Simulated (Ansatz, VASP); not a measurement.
One calculation of Nb, two programs

```xyz
1
Lattice="-1.6640 1.6640 1.6640 1.6640 -1.6640 1.6640 1.6640 1.6640 -1.6640" Properties=species:S:1:pos:R:3 pbc="T T T"
Nb    0.0000    0.0000    0.0000
```

Alike in both runs: functional r2SCAN; k mesh 6 × 6 × 6; occupations fermi-dirac, width 0.05 eV; no spin polarisation.

|  | VASP | Ansatz |
| --- | --- | --- |
| version | VASP 6.6.1 | Ansatz 0.2.0 |
| potentials or method | VASP PAW PBE potentials, release 64 (Nb_sv) | Ansatz PAW |
| plane-wave cutoff (eV) | 550 | 500 |
| valence electrons in the cell | 13 | 13 |
| task | single point | projected density of states |

```tsv
	VASP	Ansatz	Ansatz less VASP
gap on the k mesh at the Fermi level (eV)	none	none	-
pressure (GPa)	-6.8	-6.7	+0.14
```

VASP's potentials were made for PBE, not for r2SCAN. A gap of «none» marks a metal or a gap that the smearing closes. The functional is the same, so the differences come from potentials, cutoffs and numerics.

The k mesh is coarse, so the values compare programs but aren't converged.
